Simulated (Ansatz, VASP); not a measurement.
**NiO in VASP and in Ansatz**

```xyz
4
Lattice="0.0000 2.1338 2.1338 2.1338 0.0000 2.1338 4.2676 2.1338 -2.1338" Properties=species:S:1:pos:R:3 pbc="T T T"
Ni    0.0000    0.0000    0.0000
Ni    2.1338    2.1338    0.0000
O     2.1338    2.1338    2.1338
O     4.2676    4.2676    2.1338
```

Alike in both runs: task single point; functional PBE; k mesh 10 × 10 × 10; occupations gaussian, width 0.05 eV; collinear spin; Hubbard terms Ni d U = 6.2 eV.

|  | VASP | Ansatz |
| --- | --- | --- |
| version | VASP 6.6.1 | Ansatz 0.2.0 |
| potentials or method | VASP PAW PBE potentials, release 64 (Ni, O), cutoff 520 eV | scalar-relativistic, plane waves, PAW |
| valence electrons in the cell | 32 | 48 |

|  | VASP | Ansatz | Ansatz less VASP |
| --- | --- | --- | --- |
| gap on the k mesh at the Fermi level (eV) | 2.95 | 2.69 | -0.265 |
| least direct gap on the mesh (eV) | 3.60 | 3.44 | -0.162 |
| pressure (GPa) | -9.7 | -2.1 | +7.61 |
| net moment per atom (μB) | 0.00 | 0.00 | 0.000 |
| size of the moment on the site where the two differ most (μB) | 1.76 | 1.69 | -0.072 |

Site moments also hang on the region over which each program counts them. The programs project onto different local orbitals, so the same U acts differently, and such runs can settle in different states. VASP's potentials hold 32 valence electrons a cell and Ansatz's 48, so a difference there can come from the potentials and not from the codes. Ansatz's warnings: stability check not made.
